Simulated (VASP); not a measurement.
# SnTe (R3m) in VASP: a series of runs

Runs on SnTe. Level: PBEsol. Tasks: single point.

All numbers are computed with VASP 6.6.1; they aren't measurements. Logs are shortened: lines on timing, memory, paths and dates and some standing lists are left out, and cuts for length are marked.

## 1. The cell of the first run

Symmetry: R3m, No. 160, trigonal system. The conventional cell has a = 4.464 Å, b = 4.464 Å, c = 10.934 Å, α = 90.00°, β = 90.00°, γ = 120.00°. Within 4.1 Å of Sn (site symmetry 3m) lie 6 Te at 3.09 to 3.23 Å. Te (site symmetry 3m) has 6 Sn at 3.09 to 3.23 Å within 4.1 Å.

## 2. Single point, PBEsol (all Te atoms moved +0.125 Å, as atom 2 along Cartesian [1 1 1])

INCAR

```
SYSTEM = SnTe
PREC = Accurate ; ENCUT = 520
EDIFF = 1E-6 ; ISMEAR = 0
SIGMA = 0.03 ; LREAL = .False.
LASPH = .True. ; NELM = 80
ALGO = Normal ; ISIF = 2
LWAVE = .False. ; LCHARG = .False.
GGA = PS ; NBANDS = 17
```

KPOINTS

```
regular mesh
0
Gamma
  10 10 10
  0 0 0
```

POSCAR

```
SnTe
1.0
    0.0000000000      3.1565000000      3.1565000000
    3.1565000000      0.0000000000      3.1565000000
    3.1565000000      3.1565000000      0.0000000000
Sn Te
1 1
Direct
    0.0000000000      0.0000000000      0.0000000000
    0.5114317731      0.5114317731      0.5114317731
```

Potentials or basis: VASP PAW PBE potentials, release 64 (Sn_d, Te).

Command:

```sh
$ cat potpaw_PBE.64/Sn_d/POTCAR potpaw_PBE.64/Te/POTCAR > POTCAR
$ mpirun -np 1 vasp_std > vasp.out
```

OUTCAR:

```text
SYSTEM = SnTe
   PREC = Accurate
   ENCUT = 520
   EDIFF = 1E-6
   ISMEAR = 0
   LREAL = .False.
   LASPH = .True.
   NELM = 80
   ISIF = 2
   GGA = PS

 ion  position               nearest neighbor table
   1  0.000  0.000  0.000-   2 3.09   2 3.09   2 3.09   2 3.23   2 3.23   2 3.23
   2  0.511  0.511  0.511-   1 3.09   1 3.09   1 3.09   1 3.23   1 3.23   1 3.23

  LATTYP: Found a face centered cubic cell.
 ALAT       =     6.3130000000

  Lattice vectors:

 A1 = (   0.0000000000,   3.1565000000,   3.1565000000)
 A2 = (   3.1565000000,   0.0000000000,   3.1565000000)
 A3 = (   3.1565000000,   3.1565000000,   0.0000000000)

Analysis of symmetry for initial positions (statically):
=====================================================================
 Subroutine PRICEL returns:
 Original cell was already a primitive cell.

 Routine SETGRP: Setting up the symmetry group for a
 face centered cubic supercell.

 Subroutine GETGRP returns: Found  6 space group operations
 (whereof  6 operations were pure point group operations)
 out of a pool of 48 trial point group operations.

The static configuration has the point symmetry C_3v.

Analysis of symmetry for dynamics (positions and initial velocities):
=====================================================================
 Subroutine PRICEL returns:
 Original cell was already a primitive cell.

 Routine SETGRP: Setting up the symmetry group for a
 face centered cubic supercell.

 Subroutine GETGRP returns: Found  6 space group operations
 (whereof  6 operations were pure point group operations)
 out of a pool of 48 trial point group operations.

The dynamic configuration has the point symmetry C_3v.

 Subroutine INISYM returns: Found  6 space group operations
 (whereof  6 operations are pure point group operations),
 and found     1 'primitive' translations

----------------------------------------------------------------------------------------

                                     Primitive cell

  volume of cell :      62.8995

  direct lattice vectors                    reciprocal lattice vectors
     0.000000000  3.156500000  3.156500000    -0.158403295  0.158403295  0.158403295
     3.156500000  0.000000000  3.156500000     0.158403295 -0.158403295  0.158403295
     3.156500000  3.156500000  0.000000000     0.158403295  0.158403295 -0.158403295

  length of vectors
     4.463965110  4.463965110  4.463965110     0.274362555  0.274362555  0.274362555

  position of ions in fractional coordinates (direct lattice)
     0.000000000  0.000000000  0.000000000
     0.511431773  0.511431773  0.511431773

  ion indices of the primitive-cell ions
   primitive index   ion index
                 1           1
                 2           2

----------------------------------------------------------------------------------------

 KPOINTS: regular mesh

Automatic generation of k-mesh.
 Grid dimensions read from file:
 generate k-points for:   10   10   10

 Generating k-lattice:

  Cartesian coordinates                     Fractional coordinates (reciprocal lattice)
    -0.015840329  0.015840329  0.015840329     0.100000000  0.000000000  0.000000000
     0.015840329 -0.015840329  0.015840329     0.000000000  0.100000000  0.000000000
     0.015840329  0.015840329 -0.015840329     0.000000000  0.000000000  0.100000000

  Length of vectors
     0.027436255  0.027436255  0.027436255

  Shift w.r.t. Gamma in fractional coordinates (k-lattice)
     0.000000000  0.000000000  0.000000000

 Subroutine IBZKPT returns following result:
 ===========================================

 Found    116 irreducible k-points:

 Following reciprocal coordinates:
            Coordinates               Weight
  0.000000  0.000000  0.000000      1.000000
  0.100000  0.000000  0.000000      6.000000
  0.100000  0.100000  0.100000      2.000000
  0.200000  0.000000  0.000000      6.000000
  0.200000  0.200000  0.200000      2.000000
  0.300000  0.000000  0.000000      6.000000
[... 16 lines left out ...]
  0.100000  0.100000 -0.400000      6.000000
  0.500000  0.400000  0.500000      6.000000
 [... further k-points ...]
   k-points           NKPTS =    116   k-points in BZ     NKDIM =    116   number of bands    NBANDS=     17
   number of dos      NEDOS =    301   number of ions     NIONS =      2
   total plane-waves  NPLWV =  46656
   dimension x,y,z NGX =    36 NGY =   36 NGZ =   36
   dimension x,y,z NGXF=    72 NGYF=   72 NGZF=   72
   ions per type =               1   1
   NGX,Y,Z   is equivalent  to a cutoff of  13.41, 13.41, 13.41 a.u.
   NGXF,Y,Z  is equivalent  to a cutoff of  26.81, 26.81, 26.81 a.u.
 SYSTEM =  SnTe
   PREC   = accura    normal or accurate (medium, high low for compatibility)
   ISTART =      0    job   : 0-new  1-cont  2-samecut
   ICHARG =      2    charge: 1-file 2-atom 10-const
   ISPIN  =      1    spin polarized calculation?
   LNONCOLLINEAR =      F non collinear calculations
   LSORBIT =      F    spin-orbit coupling
   LASPH  =      T    aspherical Exc in radial PAW
   ENCUT  =  520.0 eV  38.22 Ry    6.18 a.u.   8.30  8.30  8.30*2*pi/ulx,y,z
   NELM   =     80;   NELMIN=  2; NELMDL= -5     # of ELM steps
   EDIFF  = 0.1E-05   stopping-criterion for ELM
   LREAL  =      F    real-space projection
   EDIFFG = 0.1E-04   stopping-criterion for IOM
   NSW    =      0    number of steps for IOM
   IBRION =     -1    ionic relax: 0-MD 1-quasi-New 2-CG
   NFREE  =      0    steps in history (QN), initial steepest desc. (CG)
   ISIF   =      2    stress and relaxation
   ISYM   =      2    0-nonsym 1-usesym 2-fastsym
   POTIM  = 0.5000    time-step for ionic-motion
   TEBEG  =    0.0;   TEEND  =   0.0 temperature during run
   PSTRESS=    0.0 pullay stress
   NELECT =      20.0000    total number of electrons
   NUPDOWN=      -1.0000    fix difference up-down
   EMIN   =  10.00;   EMAX   =-10.00  energy-range for DOS
   EFERMI =   0.00;   METHOD = LEGACY
   ISMEAR =     0;   SIGMA  =   0.03  broadening in eV -4-tet -1-fermi 0-gaus
   EFERMI_NEDOS =   21; number of points for ismear=-14 and -15
   IALGO  =     38    algorithm
   IMIX   =      4    mixing-type and parameters
     AMIX     =   0.40;   BMIX     =  1.00
     AMIX_MAG =   1.60;   BMIX_MAG =  1.00
  volume/ion in A,a.u.               =      31.45       212.23
  Fermi-wavevector in a.u.,A,eV,Ry     =   1.117384  2.111549 16.987507  1.248547
  Thomas-Fermi vector in A             =   2.254006
   LORBIT       =      0    0 simple, 1 ext, 2 COOP (PROOUT), +10 PAW based schemes
   GGA     = PS    functional components
   LHFCALC =     F    Hartree Fock is set to
   AEXX    =    0.0000 exact exchange contribution
   IVDW    =     0    specifies the selected vdW correction
   LEPSILON=     F    determine dielectric tensor
   LRPA    =     F    only Hartree local field effects (RPA)
 non-spin polarized calculation
 Gauss-broadening in eV      SIGMA  =   0.03
  energy-cutoff  :      520.00
  volume of cell :       62.90
 maximum number of plane-waves:      1717
 NGX is ok and might be reduce to    36
   NGX = 17   NGY = 17   NGZ = 17

 number of electron      19.9999999 magnetization

 Free energy of the ion-electron system (eV)
  ---------------------------------------------------
  ext. energy  EPLUGINS =         0.00000000
  ---------------------------------------------------
  free energy    TOTEN  =        -8.33639763 eV

  energy without entropy =       -8.33639763  energy(sigma->0) =       -8.33639763

 E-fermi :   6.7508     XC(G=0):  -9.6259

 val. band max:        6.6541420452   @ k =   0.5000   0.0000   0.0000
 cond. band min:       6.8474174309   @ k =   0.5000   0.0000   0.0000
 fundamental gap:      0.1932753857
 Fermi energy:         6.7507656602

 k-point     1 :       0.0000    0.0000    0.0000
  band No.  band energies     occupation
      1     -15.0268      2.00000
      2     -15.0268      2.00000
      3     -15.0196      2.00000
      4     -15.0196      2.00000
      5     -15.0190      2.00000
      6      -6.0594      2.00000
[... 9 lines left out ...]
     16      11.6101      0.00000
     17      13.4277      0.00000

 k-point     2 :       0.1000    0.0000    0.0000
  band No.  band energies     occupation
      1     -15.0272      2.00000
      2     -15.0271      2.00000
      3     -15.0195      2.00000
      4     -15.0192      2.00000
      5     -15.0185      2.00000
      6      -5.9752      2.00000
[... 9 lines left out ...]
     16      11.7462      0.00000
     17      14.1408      0.00000

 k-point     3 :       0.1000    0.1000    0.1000
  band No.  band energies     occupation
      1     -15.0272      2.00000
      2     -15.0272      2.00000
      3     -15.0191      2.00000
      4     -15.0191      2.00000
      5     -15.0188      2.00000
      6      -5.9761      2.00000
[... 9 lines left out ...]
     16      11.6940      0.00000
     17      14.1800      0.00000

 k-point     4 :       0.2000    0.0000    0.0000
  band No.  band energies     occupation
      1     -15.0285      2.00000
      2     -15.0281      2.00000
      3     -15.0190      2.00000
      4     -15.0177      2.00000
      5     -15.0168      2.00000
      6      -5.7319      2.00000
[... 9 lines left out ...]
     16      12.2723      0.00000
     17      15.6286      0.00000
[... 343 lines left out ...]
      1     -15.0329      2.00000
      2     -15.0308      2.00000
      3     -15.0177      2.00000
      4     -15.0135      2.00000
      5     -15.0118      2.00000
      6      -4.7659      2.00000
[... 9 lines left out ...]
     16      15.5666      0.00000
     17      15.7888      0.00000

 k-point    23 :       0.1000    0.1000   -0.4000
  band No.  band energies     occupation
      1     -15.0332      2.00000
      2     -15.0305      2.00000
      3     -15.0177      2.00000
      4     -15.0126      2.00000
      5     -15.0126      2.00000
      6      -4.7658      2.00000
[... 9 lines left out ...]
     16      15.5543      0.00000
     17      15.7488      0.00000

 k-point    24 :       0.5000    0.4000    0.5000
  band No.  band energies     occupation
      1     -15.0331      2.00000
      2     -15.0311      2.00000
      3     -15.0171      2.00000
      4     -15.0131      2.00000
      5     -15.0122      2.00000
      6      -4.7857      2.00000
[... 9 lines left out ...]
     16      15.5846      0.00000
     17      15.8234      0.00000

 [... further k-points ...]

------------------------ aborting loop because EDIFF is reached ----------------------------------------

  FORCE on cell =-STRESS in cart. coord.  units (eV):
  Direction    XX          YY          ZZ          XY          YZ          ZX
  --------------------------------------------------------------------------------------
  -------------------------------------------------------------------------------------
  Total       -0.1382182     -0.1382182     -0.1382182      0.0247273      0.0247273      0.0247273
  in kB       -3.5206961     -3.5206961     -3.5206961      0.6298546      0.6298546      0.6298546
  external PRESSURE =      -3.5206961 kB  Pullay stress =       0.0000000 kB

 VOLUME and BASIS-vectors are now :
 -----------------------------------------------------------------------------
  energy-cutoff  :      520.00
  volume of cell :       62.90
      direct lattice vectors                 reciprocal lattice vectors
     0.000000000  3.156500000  3.156500000    -0.158403295  0.158403295  0.158403295
     3.156500000  0.000000000  3.156500000     0.158403295 -0.158403295  0.158403295
     3.156500000  3.156500000  0.000000000     0.158403295  0.158403295 -0.158403295

 POSITION                                       TOTAL-FORCE (eV/Angst)
 -----------------------------------------------------------------------------------
      0.00000      0.00000      0.00000         0.024271      0.024271      0.024271
      3.22867      3.22867      3.22867        -0.024271     -0.024271     -0.024271
 -----------------------------------------------------------------------------------
    total drift:                               -0.000055     -0.000055     -0.000055

  FREE ENERGIE OF THE ION-ELECTRON SYSTEM (eV)
  ---------------------------------------------------
  free  energy   TOTEN  =        -8.3363976332 eV

  energy  without entropy=       -8.3363976300  energy(sigma->0) =       -8.33639763
```

It took 46 s on 1 thread of Intel Xeon 6975P-C (Granite Rapids), shared host; peak memory 0.28 GiB.

Results:

| Property | Result |
| --- | --- |
| Free energy | -8.3364 eV |
| Pressure | -0.4 GPa |
| Largest force | 0.042 eV/Å |
| Band gap on the k mesh | 0.19 eV |

Forces in eV/Å, atoms in the order of the input:
```
Sn   0.024  0.024  0.024
Te  -0.024 -0.024 -0.024
```

Levels at points of the mesh, in eV from the valence-band top:
```csv
k point,band 6,band 7,band 8,band 9,band 10,band 11,band 12,band 13,band 14,band 15
"(0.00, 0.00, 0.00)",-12.71,-4.64,-2.05,-2.05,-2.01,3.27,3.38,3.38,4.84,4.84
"(0.50, 0.00, 0.00)",-11.44,-8.25,-1.77,-1.73,0.00,0.19,0.51,0.52,7.73,8.78
"(0.50, 0.50, 0.50)",-11.46,-8.20,-1.73,-1.73,-0.19,0.38,0.46,0.46,7.65,8.92
"(0.50, 0.50, 0.00)",-11.14,-6.47,-5.42,-3.65,-3.61,2.15,4.99,5.04,6.42,9.10
```

Caveat: the cell differs from its parent crystal (all Te atoms moved +0.125 Å, as atom 2 along Cartesian [1 1 1]); semilocal functionals underestimate gaps, and a narrow one can read as zero; the PAW data sets were made with another functional, which shifts forces and pressure a little; spin-orbit coupling is left out, which moves the levels of the heavy elements. A k mesh can miss the band edges.

## 3. Single point, PBEsol

INCAR

```
SYSTEM = SnTe
PREC = Accurate
ENCUT = 520
EDIFF = 1E-7
ISMEAR = 0
SIGMA = 0.03
LREAL = .FALSE.
LASPH = .TRUE.
NELM = 100
ALGO = Normal
ISIF = 2
LWAVE = .FALSE.
LCHARG = .FALSE.
GGA = PS
NBANDS = 17
```

KPOINTS

```
regular mesh
0
G
  10 10 10
  0 0 0
```

POSCAR, as its differences from that of step 2:

```diff
@@ -9,2 +9,2 @@
     0.0000000000      0.0000000000      0.0000000000
-    0.5114317731      0.5114317731      0.5114317731
+    0.5057158866      0.5057158866      0.5057158866
```

Potentials or basis: VASP PAW PBE potentials, release 64 (Sn_d, Te).

Command:

```sh
$ cat potpaw_PBE.64/Sn_d/POTCAR potpaw_PBE.64/Te/POTCAR > POTCAR
$ mpirun -np 1 vasp_std > vasp.out
```

OUTCAR:

```text
SYSTEM = SnTe
   PREC = Accurate
   ENCUT = 520
   EDIFF = 1E-7
   ISMEAR = 0
   LREAL = .FALSE.
   LASPH = .TRUE.
   NELM = 100
   ISIF = 2
   GGA = PS

 ion  position               nearest neighbor table
   1  0.000  0.000  0.000-   2 3.12   2 3.12   2 3.12   2 3.19   2 3.19   2 3.19
   2  0.506  0.506  0.506-   1 3.12   1 3.12   1 3.12   1 3.19   1 3.19   1 3.19

  LATTYP: Found a face centered cubic cell.
 ALAT       =     6.3130000000

  Lattice vectors:

 A1 = (   0.0000000000,   3.1565000000,   3.1565000000)
 A2 = (   3.1565000000,   0.0000000000,   3.1565000000)
[... 667 lines left out ...]

  FORCE on cell =-STRESS in cart. coord.  units (eV):
  Direction    XX          YY          ZZ          XY          YZ          ZX
  --------------------------------------------------------------------------------------
  -------------------------------------------------------------------------------------
  Total       -0.1921047     -0.1921047     -0.1921047      0.0066750      0.0066750      0.0066750
  in kB       -4.8932916     -4.8932916     -4.8932916      0.1700265      0.1700265      0.1700265
  external PRESSURE =      -4.8932916 kB  Pullay stress =       0.0000000 kB

 VOLUME and BASIS-vectors are now :
 -----------------------------------------------------------------------------
  energy-cutoff  :      520.00
  volume of cell :       62.90
      direct lattice vectors                 reciprocal lattice vectors
     0.000000000  3.156500000  3.156500000    -0.158403295  0.158403295  0.158403295
     3.156500000  0.000000000  3.156500000     0.158403295 -0.158403295  0.158403295
     3.156500000  3.156500000  0.000000000     0.158403295  0.158403295 -0.158403295

 POSITION                                       TOTAL-FORCE (eV/Angst)
 -----------------------------------------------------------------------------------
      0.00000      0.00000      0.00000         0.004444      0.004444      0.004444
      3.19258      3.19258      3.19258        -0.004444     -0.004444     -0.004444
 -----------------------------------------------------------------------------------
    total drift:                               -0.000037     -0.000037     -0.000037

  FREE ENERGIE OF THE ION-ELECTRON SYSTEM (eV)
  ---------------------------------------------------
  free  energy   TOTEN  =        -8.3377777862 eV

  energy  without entropy=       -8.3377775451  energy(sigma->0) =       -8.33777767
```

stdout:

```text
POSCAR found type information on POSCAR SnTe
 POSCAR found :  2 types and       2 ions
 scaLAPACK will be used
 -----------------------------------------------------------------------------
|                                                                             |
|                                                                             |
|     You enforced a specific xc type in the INCAR file but a different       |
|     I HOPE YOU KNOW WHAT YOU ARE DOING!                                     |
|                                                                             |
 -----------------------------------------------------------------------------

 LDA part: xc-table for (Slater+PW92), standard interpolation
 POSCAR, INCAR and KPOINTS ok, starting setup
 FFT: planning ... GRIDC
 FFT: planning ... GRID_SOFT
 FFT: planning ... GRID
 WAVECAR not read
 entering main loop
```

Wall time 47 s (1 thread of Intel Xeon 6975P-C (Granite Rapids), shared host); peak memory 0.28 GiB.

What came out:

```yaml
Free_energy: -8.3378 eV
Pressure: -0.5 GPa
Largest_force: 0.008 eV/Å
Band_gap_on_the_k_mesh: 0.15 eV
```

Forces in eV/Å, atoms in the order of the input:
```
Sn   0.004  0.004  0.004
Te  -0.004 -0.004 -0.004
```

Levels at points of the mesh, in eV from the valence-band top:
| k point | band 6 | band 7 | band 8 | band 9 | band 10 | band 11 | band 12 | band 13 | band 14 | band 15 |
| --- | --- | --- | --- | --- | --- | --- | --- | --- | --- | --- |
| (0.00, 0.00, 0.00) | -12.73 | -4.67 | -2.06 | -2.06 | -2.05 | 3.34 | 3.37 | 3.37 | 4.79 | 4.79 |
| (0.50, 0.00, 0.00) | -11.45 | -8.27 | -1.74 | -1.73 | 0.00 | 0.15 | 0.43 | 0.44 | 7.73 | 8.75 |
| (0.50, 0.50, 0.50) | -11.46 | -8.26 | -1.73 | -1.73 | -0.08 | 0.23 | 0.42 | 0.42 | 7.70 | 8.79 |
| (0.50, 0.50, 0.00) | -11.15 | -6.45 | -5.49 | -3.67 | -3.66 | 2.16 | 4.95 | 4.96 | 6.39 | 9.08 |

Caveat: semilocal functionals underestimate gaps, and a narrow one can read as zero; the PAW data sets were made with another functional, which shifts forces and pressure a little; spin-orbit coupling is left out, which moves the levels of the heavy elements.
